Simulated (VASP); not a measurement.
# SbPt (P6_3/mmc) in VASP: single point with PBEsol

Aim: the single point of SbPt with PBEsol.

All numbers are computed with VASP 6.6.1; they aren't measurements. Logs are shortened: lines on timing, memory, paths and dates and some standing lists are left out, and cuts for length are marked.

### Step 1. The cell of the first run

Symmetry: P6_3/mmc, No. 194, hexagonal system. Conventional cell: a = 4.250 Å, b = 4.250 Å, c = 5.138 Å, α = 90.00°, β = 90.00°, γ = 120.00°. Within 3.7 Å of Sb (site symmetry -6m2) lie 6 Pt at 2.77 Å and 6 Sb at 3.55 Å. Pt (site symmetry -3m) has 2 Pt at 2.57 Å and 6 Sb at 2.77 Å within 3.4 Å.

### Step 2. Single point, PBEsol (functional PBEsol, strained)

INCAR

```
PREC     = Accurate       # precision mode
ENCUT    = 520            # plane-wave cutoff, eV
EDIFF    = 1E-6           # SCF threshold, eV
ISMEAR   = 0              # smearing method
SIGMA    = 0.1            # smearing width, eV
LREAL    = False          # projectors in reciprocal space
LASPH    = True           # aspherical terms in the spheres
NELM     = 100            # most SCF steps
ALGO     = Normal         # electronic algorithm
ISIF     = 2              # what is computed and relaxed
LWAVE    = False          # write WAVECAR
LCHARG   = False          # write CHGCAR
GGA      = PS             # functional
NBANDS   = 23             # bands
```

KPOINTS

```
Automatic mesh
0
Gamma
  12 12 8
```

POSCAR

```
SbPt
1.0
    4.2497678088      0.0000000000      0.0000000000
   -2.1248839044      3.6804068826      0.0000000000
    0.0000000000      0.0000000000      5.1382080000
Sb Pt
2 2
Direct
    0.3333333333      0.6666666667      0.2500000000
    0.6666666667      0.3333333333      0.7500000000
    0.0000000000      0.0000000000      0.0000000000
    0.0000000000      0.0000000000      0.5000000000
```

Potentials or basis: VASP PAW PBE potentials, release 64 (Sb, Pt).

Run with:

```bash
$ cat potpaw_PBE.64/Sb/POTCAR potpaw_PBE.64/Pt/POTCAR > POTCAR
$ mpirun -np 1 vasp_std > vasp.out
```

OUTCAR:

```text
PREC = Accurate
   ENCUT = 520
   EDIFF = 1E-6
   ISMEAR = 0
   LREAL = False
   LASPH = True
   NELM = 100
   ISIF = 2
   GGA = PS

 ion  position               nearest neighbor table
   1  0.333  0.667  0.250-   3 2.77   4 2.77   3 2.77   4 2.77   3 2.77   4 2.77   2 3.55   2 3.55
                             2 3.55   2 3.55   2 3.55   2 3.55
   2  0.667  0.333  0.750-   3 2.77   4 2.77   3 2.77   4 2.77   3 2.77   4 2.77   1 3.55   1 3.55
                             1 3.55   1 3.55   1 3.55   1 3.55
   3  0.000  0.000  0.000-   4 2.57   4 2.57   1 2.77   2 2.77   1 2.77   2 2.77   2 2.77   1 2.77

   4  0.000  0.000  0.500-   3 2.57   3 2.57   1 2.77   2 2.77   1 2.77   2 2.77   2 2.77   1 2.77

  LATTYP: Found a hexagonal cell.
 ALAT       =     4.2497678088
 C/A-ratio  =     1.2090561723

  Lattice vectors:

 A1 = (   4.2497678088,   0.0000000000,   0.0000000000)
 A2 = (  -2.1248839044,   3.6804068826,   0.0000000000)
 A3 = (   0.0000000000,   0.0000000000,   5.1382080000)

Analysis of symmetry for initial positions (statically):
=====================================================================
 Subroutine PRICEL returns:
 Original cell was already a primitive cell.

 Routine SETGRP: Setting up the symmetry group for a
 hexagonal supercell.

 Subroutine GETGRP returns: Found 24 space group operations
 (whereof 12 operations were pure point group operations)
 out of a pool of 24 trial point group operations.

The static configuration has the point symmetry D_3d.
 The point group associated with its full space group is D_6h.

Analysis of symmetry for dynamics (positions and initial velocities):
=====================================================================
 Subroutine PRICEL returns:
 Original cell was already a primitive cell.

 Routine SETGRP: Setting up the symmetry group for a
 hexagonal supercell.

 Subroutine GETGRP returns: Found 24 space group operations
 (whereof 12 operations were pure point group operations)
 out of a pool of 24 trial point group operations.

The dynamic configuration has the point symmetry D_3d.
 The point group associated with its full space group is D_6h.

 Subroutine INISYM returns: Found 24 space group operations
 (whereof 12 operations are pure point group operations),
 and found     1 'primitive' translations

----------------------------------------------------------------------------------------

                                     Primitive cell

  volume of cell :      80.3661

  direct lattice vectors                    reciprocal lattice vectors
     4.249767809  0.000000000  0.000000000     0.235306973  0.135854544  0.000000000
    -2.124883904  3.680406883  0.000000000     0.000000000  0.271709089  0.000000000
     0.000000000  0.000000000  5.138208000     0.000000000  0.000000000  0.194620381

  length of vectors
     4.249767809  4.249767809  5.138208000     0.271709089  0.271709089  0.194620381

  position of ions in fractional coordinates (direct lattice)
     0.333333333  0.666666667  0.250000000
     0.666666667  0.333333333  0.750000000
     0.000000000  0.000000000  0.000000000
     0.000000000  0.000000000  0.500000000

  ion indices of the primitive-cell ions
   primitive index   ion index
                 1           1
                 2           2
                 3           3
                 4           4

----------------------------------------------------------------------------------------

 KPOINTS: Automatic mesh

Automatic generation of k-mesh.
 Grid dimensions read from file:
 generate k-points for:   12   12    8

 Generating k-lattice:

  Cartesian coordinates                     Fractional coordinates (reciprocal lattice)
     0.019608914  0.011321212  0.000000000     0.083333333 -0.000000000  0.000000000
     0.000000000  0.022642424  0.000000000     0.000000000  0.083333333  0.000000000
     0.000000000  0.000000000  0.024327548     0.000000000  0.000000000  0.125000000

  Length of vectors
     0.022642424  0.022642424  0.024327548

  Shift w.r.t. Gamma in fractional coordinates (k-lattice)
     0.000000000  0.000000000  0.000000000

 Subroutine IBZKPT returns following result:
 ===========================================

 Found     95 irreducible k-points:

 Following reciprocal coordinates:
            Coordinates               Weight
  0.000000  0.000000  0.000000      1.000000
  0.083333 -0.000000  0.000000      6.000000
  0.166667 -0.000000  0.000000      6.000000
  0.250000  0.000000  0.000000      6.000000
  0.333333 -0.000000  0.000000      6.000000
  0.416667 -0.000000  0.000000      6.000000
[... 16 lines left out ...]
  0.250000  0.000000  0.125000     12.000000
  0.333333 -0.000000  0.125000     12.000000
 [... further k-points ...]
   k-points           NKPTS =     95   k-points in BZ     NKDIM =     95   number of bands    NBANDS=     23
   number of dos      NEDOS =    301   number of ions     NIONS =      4
   total plane-waves  NPLWV =  40960
   dimension x,y,z NGX =    32 NGY =   32 NGZ =   40
   dimension x,y,z NGXF=    64 NGYF=   64 NGZF=   80
   ions per type =               2   2
   NGX,Y,Z   is equivalent  to a cutoff of  12.52, 12.52, 12.94 a.u.
   NGXF,Y,Z  is equivalent  to a cutoff of  25.04, 25.04, 25.88 a.u.
 SYSTEM =  unknown system
   PREC   = accura    normal or accurate (medium, high low for compatibility)
   ISTART =      0    job   : 0-new  1-cont  2-samecut
   ICHARG =      2    charge: 1-file 2-atom 10-const
   ISPIN  =      1    spin polarized calculation?
   LNONCOLLINEAR =      F non collinear calculations
   LSORBIT =      F    spin-orbit coupling
   LASPH  =      T    aspherical Exc in radial PAW
   ENCUT  =  520.0 eV  38.22 Ry    6.18 a.u.   7.90  7.90  9.55*2*pi/ulx,y,z
   NELM   =    100;   NELMIN=  2; NELMDL= -5     # of ELM steps
   EDIFF  = 0.1E-05   stopping-criterion for ELM
   LREAL  =      F    real-space projection
   EDIFFG = 0.1E-04   stopping-criterion for IOM
   NSW    =      0    number of steps for IOM
   IBRION =     -1    ionic relax: 0-MD 1-quasi-New 2-CG
   NFREE  =      0    steps in history (QN), initial steepest desc. (CG)
   ISIF   =      2    stress and relaxation
   ISYM   =      2    0-nonsym 1-usesym 2-fastsym
   POTIM  = 0.5000    time-step for ionic-motion
   TEBEG  =    0.0;   TEEND  =   0.0 temperature during run
   PSTRESS=    0.0 pullay stress
   NELECT =      30.0000    total number of electrons
   NUPDOWN=      -1.0000    fix difference up-down
   EMIN   =  10.00;   EMAX   =-10.00  energy-range for DOS
   EFERMI =   0.00;   METHOD = LEGACY
   ISMEAR =     0;   SIGMA  =   0.10  broadening in eV -4-tet -1-fermi 0-gaus
   EFERMI_NEDOS =   21; number of points for ismear=-14 and -15
   IALGO  =     38    algorithm
   IMIX   =      4    mixing-type and parameters
     AMIX     =   0.40;   BMIX     =  1.00
     AMIX_MAG =   1.60;   BMIX_MAG =  1.00
  volume/ion in A,a.u.               =      20.09       135.58
  Fermi-wavevector in a.u.,A,eV,Ry     =   1.178757  2.227528 18.904866  1.389468
  Thomas-Fermi vector in A             =   2.315080
   LORBIT       =      0    0 simple, 1 ext, 2 COOP (PROOUT), +10 PAW based schemes
   GGA     = PS    functional components
   LHFCALC =     F    Hartree Fock is set to
   AEXX    =    0.0000 exact exchange contribution
   IVDW    =     0    specifies the selected vdW correction
   LEPSILON=     F    determine dielectric tensor
   LRPA    =     F    only Hartree local field effects (RPA)
 non-spin polarized calculation
 Gauss-broadening in eV      SIGMA  =   0.10
  energy-cutoff  :      520.00
  volume of cell :       80.37
 maximum number of plane-waves:      2196
 NGX is ok and might be reduce to    32
   NGX = 15   NGY = 15   NGZ = 19

 number of electron      29.9999999 magnetization

 Free energy of the ion-electron system (eV)
  ---------------------------------------------------
  ext. energy  EPLUGINS =         0.00000000
  ---------------------------------------------------
  free energy    TOTEN  =       -24.50182850 eV

  energy without entropy =      -24.49463230  energy(sigma->0) =      -24.49823040

 E-fermi :  10.1230     XC(G=0): -11.6259

 val. band max:       10.0970181061   @ k =   0.2500   0.0000   0.2500
 cond. band min:      10.1233207069   @ k =   0.3333   0.0833   0.0000
 fundamental gap:      0.0263026009
 Fermi energy:        10.1230318365

 k-point     1 :       0.0000    0.0000    0.0000
  band No.  band energies     occupation
      1      -2.8791      2.00000
      2       1.5888      2.00000
      3       3.4198      2.00000
      4       3.5484      2.00000
      5       3.8436      2.00000
      6       3.8436      2.00000
[... 15 lines left out ...]
     22      15.3214      0.00000
     23      17.9618      0.00000

 k-point     2 :       0.0833   -0.0000    0.0000
  band No.  band energies     occupation
      1      -2.7976      2.00000
      2       1.4268      2.00000
      3       3.5168      2.00000
      4       3.5308      2.00000
      5       3.8662      2.00000
      6       4.0803      2.00000
[... 15 lines left out ...]
     22      15.6380      0.00000
     23      17.2436      0.00000

 k-point     3 :       0.1667   -0.0000    0.0000
  band No.  band energies     occupation
      1      -2.5563      2.00000
      2       1.0761      2.00000
      3       3.4656      2.00000
      4       3.8024      2.00000
      5       3.9212      2.00000
      6       4.6465      2.00000
[... 15 lines left out ...]
     22      16.3525      0.00000
     23      16.3904      0.00000
[... 495 lines left out ...]
 k-point    23 :       0.2500    0.0000    0.1250
  band No.  band energies     occupation
      1      -2.0818      2.00000
      2       0.5594      2.00000
      3       3.4548      2.00000
      4       3.9960      2.00000
      5       4.0521      2.00000
      6       4.7429      2.00000
[... 15 lines left out ...]
     22      16.4578      0.00000
     23      17.4835      0.00000

 k-point    24 :       0.3333   -0.0000    0.1250
  band No.  band energies     occupation
      1      -1.5789      2.00000
      2       0.2791      2.00000
      3       3.0724      2.00000
      4       4.0755      2.00000
      5       4.2830      2.00000
      6       4.5661      2.00000
[... 15 lines left out ...]
     22      16.9087      0.00000
     23      17.5121      0.00000

 [... further k-points ...]
[... 5 lines left out ...]
  --------------------------------------------------------------------------------------
  -------------------------------------------------------------------------------------
  Total       -0.0325742     -0.0325742      8.8070853     -0.0000000     -0.0000000     -0.0000000
  in kB       -0.6493983     -0.6493983    175.5779884     -0.0000000     -0.0000000     -0.0000000
  external PRESSURE =      58.0930639 kB  Pullay stress =       0.0000000 kB

 VOLUME and BASIS-vectors are now :
 -----------------------------------------------------------------------------
  energy-cutoff  :      520.00
  volume of cell :       80.37
      direct lattice vectors                 reciprocal lattice vectors
     4.249767809  0.000000000  0.000000000     0.235306973  0.135854544  0.000000000
    -2.124883904  3.680406883  0.000000000     0.000000000  0.271709089  0.000000000
     0.000000000  0.000000000  5.138208000     0.000000000  0.000000000  0.194620381

 POSITION                                       TOTAL-FORCE (eV/Angst)
 -----------------------------------------------------------------------------------
     -0.00000      2.45360      1.28455         0.000000     -0.000000      0.000000
      2.12488      1.22680      3.85366        -0.000000      0.000000      0.000000
      0.00000      0.00000      0.00000        -0.000000     -0.000000      0.000000
      0.00000      0.00000      2.56910        -0.000000     -0.000000      0.000000
 -----------------------------------------------------------------------------------
    total drift:                                0.000000     -0.000000      0.000000

  FREE ENERGIE OF THE ION-ELECTRON SYSTEM (eV)
  ---------------------------------------------------
  free  energy   TOTEN  =       -24.5018285025 eV

  energy  without entropy=      -24.4946322966  energy(sigma->0) =      -24.49823040
```

Run time: 82 s. Hardware: 1 thread of Intel Xeon Platinum 8488C (Sapphire Rapids), shared host; peak memory 0.3 GiB.

Results:

```yaml
Free_energy: -24.5018 eV
Pressure: 5.8 GPa
Band_gap_on_the_k_mesh: zero (band 15 reaches 12.39 eV, above the bottom of band 16 at 8.32 eV)
```

Stress tensor (GPa, compression positive):
```
-0.06  0.00  0.00
 0.00 -0.06  0.00
 0.00  0.00 17.56
```

Caveat: the cell differs from its parent crystal (functional PBEsol, strained); the PAW data sets were made with another functional, which shifts forces and pressure a little; spin-orbit coupling is left out, which moves the levels of the heavy elements.
